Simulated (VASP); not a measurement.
Input of a VASP 6.6.1 run:

INCAR

```
PREC = Accurate ; ENCUT = 600
EDIFF = 1E-6 ; ISMEAR = 0
SIGMA = 0.05 ; LREAL = F
LASPH = T ; NELM = 120
ALGO = Normal ; ISIF = 2
LWAVE = F ; LCHARG = F
NBANDS = 11 ; GGA_COMPAT = F
```

KPOINTS

```
regular mesh
0
Gamma
  8 8 8
```

File POSCAR:

```
MgSe
1.0
    0.0000000000      2.7254991651      2.7254991651
    2.7254991651      0.0000000000      2.7254991651
    2.7254991651      2.7254991651      0.0000000000
Mg Se
1 1
Direct
    0.0000000000      0.0000000000      0.0000000000
    0.5000000000      0.5000000000      0.5000000000
```

Potentials or basis: VASP PAW LDA potentials, release 64 (Mg, Se).

Run with:

```bash
$ cat potpaw_LDA.64/Mg/POTCAR potpaw_LDA.64/Se/POTCAR > POTCAR
$ mpirun -np 1 vasp_std > vasp.out
```

Question: Predict the band gap on the k mesh.

Answer: 1.65 eV, indirect (least direct gap 2.40 eV).

Question: What does it give for the pressure?

Answer: -2.4 GPa.

A k mesh can miss the band edges. LDA gaps usually lie below the measured ones, often by a third to a half.
